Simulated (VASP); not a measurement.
The system is Ta3N.

```
Ta N
1.0
     3.03222    0.00000    0.00000
    -1.51611    2.62598    0.00000
     0.00000    0.00000    7.52414
Ta N
3 1
Direct
  0.66667 0.33333 0.82607
  0.33333 0.66667 0.17393
  0.00000 0.00000 0.50000
  0.00000 0.00000 0.00000
```

Base run:

- Program: VASP 6.6.1
- Functional: PBE
- Potentials or basis: VASP PAW PBE potentials, release 64 (Ta_pv, N)
- Cutoff: 520 eV
- k mesh: 10 × 10 × 4
- Occupations: fermi-dirac, width 0.05 eV
- Spin: no spin polarisation

Its results: band gap on the k mesh zero (band 19 reaches 7.03 eV, above the bottom of band 20 at 6.38 eV); pressure -0.4 GPa; largest force 0.084 eV/Å.

After a change of settings the same cell gave: band gap on the k mesh zero (band 19 reaches 6.88 eV, above the bottom of band 20 at 6.22 eV); pressure -7.8 GPa; largest force 0.342 eV/Å. Which change was it?
A. hubbard terms from none to Ta d U = 8.0 eV
B. functional from PBE to PBEsol
C. functional from PBE to LDA; potentials or basis from VASP PAW PBE potentials, release 64 (Ta_pv, N) to VASP PAW LDA potentials, release 64 (Ta_pv, N)
D. further incar settings from ALGO = Normal; EDIFF = 1e-07; NBANDS = 27 to ALGO = Normal; EDIFF = 1e-06; NBANDS = 27; hubbard terms from none to Ta d U = 1.0 eV

B.

PBEsol binds more tightly than PBE, so the same cell stands under less pressure.

Caveats: spin-orbit coupling is left out, which moves the levels of the heavy elements; the PAW data sets were made with another functional, which shifts forces and pressure a little (some runs).
